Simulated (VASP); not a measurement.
AlCu3: single point with PBEsol

The system is AlCu3.

```
Al Cu
1.0
     3.56283    0.00000    0.00000
     0.00000    3.56283    0.00000
     0.00000    0.00000    3.56283
Al Cu
1 3
Cartesian
  0.0000 0.0000 0.0000
  0.0000 1.7814 1.7814
  1.7814 0.0000 1.7814
  1.7814 1.7814 0.0000
```

```json
{"Program": "VASP 6.6.1", "Task": "single point", "Functional": "PBEsol", "Potentials or basis": "VASP PAW PBE potentials, release 64 (Al, Cu)", "Cutoff": "600 eV", "k mesh": "7 × 7 × 7", "Occupations": "methfessel-paxton, width 0.1 eV", "Spin": "no spin polarisation", "Dipole correction": "no", "Further INCAR settings": "ALGO = Normal; EDIFF = 1e-06; NBANDS = 26"}
```

- Pressure: 10.4 GPa
- Band gap on the k mesh: zero (bands 18 and 19 overlap by 4.88 eV)

Levels at points of the mesh, in eV from the Fermi level:
| k point | band 16 | band 17 | band 18 | band 19 | band 20 | band 21 |
| --- | --- | --- | --- | --- | --- | --- |
| (0.00, 0.00, 0.00) | -2.24 | -0.49 | -0.49 | -0.49 | 4.51 | 4.51 |

It took 20 s on 1 thread of Intel(R) Xeon(R) Platinum 8375C CPU @ 2.90GHz (Ice Lake), on a shared host, peak memory 0.16 GiB.

Caveat: the cell stands under pressure; the PAW data sets were made with another functional, which shifts forces and pressure a little.
